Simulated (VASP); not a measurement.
A run of VASP 6.6.1 is set up as follows.

Contents of INCAR:

```
PREC     = Accurate       # precision mode
ENCUT    = 520            # plane-wave cutoff, eV
EDIFF    = 1E-7           # SCF threshold, eV
ISMEAR   = 0              # smearing method
SIGMA    = 0.1            # smearing width, eV
LREAL    = False          # projectors in reciprocal space
LASPH    = True           # aspherical terms in the spheres
NELM     = 80             # most SCF steps
ALGO     = Normal         # electronic algorithm
ISIF     = 2              # what is computed and relaxed
LWAVE    = False          # write WAVECAR
LCHARG   = True           # write CHGCAR
GGA      = PS             # functional
LELF     = True           # ELF
LVHAR    = True         
NBANDS   = 29             # bands
```

Contents of KPOINTS:

```
regular mesh
0
Gamma
  10 10 10
```

The input POSCAR:

```
TiSi2
1.0
    0.0533554021      4.1827418513      4.2480470637
    2.3989489816      0.0310512838      4.2480470637
    2.4523043837      4.2137931351      0.0000000000
Ti Si
2 4
Direct
    0.7512561446      0.7512561446      0.7487438554
    0.4987438554      0.4987438554      0.5012561446
    0.0856471187      0.4142417376      0.0867531448
    0.4142417376      0.0856471187      0.4133579988
    0.1643528813      0.8357582624      0.1632468552
    0.8357582624      0.1643528813      0.8366420012
```

Potentials or basis: VASP PAW PBE potentials, release 64 (Ti_sv, Si).

Launch:

```bash
$ cat potpaw_PBE.64/Ti_sv/POTCAR potpaw_PBE.64/Si/POTCAR > POTCAR
$ mpirun -np 1 vasp_std > vasp.out
```

(1) Estimate the band gap on the k mesh.

(2) Predict the pressure.

(3) Predict the largest force.

Results:

(1) zero (band 20 reaches 10.57 eV, above the bottom of band 21 at 8.77 eV).

(2) -3.5 GPa.

(3) 0.009 eV/Å.

Caveat: the cell differs from its parent crystal (strain along c alone, the other axes held: +3.0 %, then relaxed in part); the PAW data sets were made with another functional, which shifts forces and pressure a little.
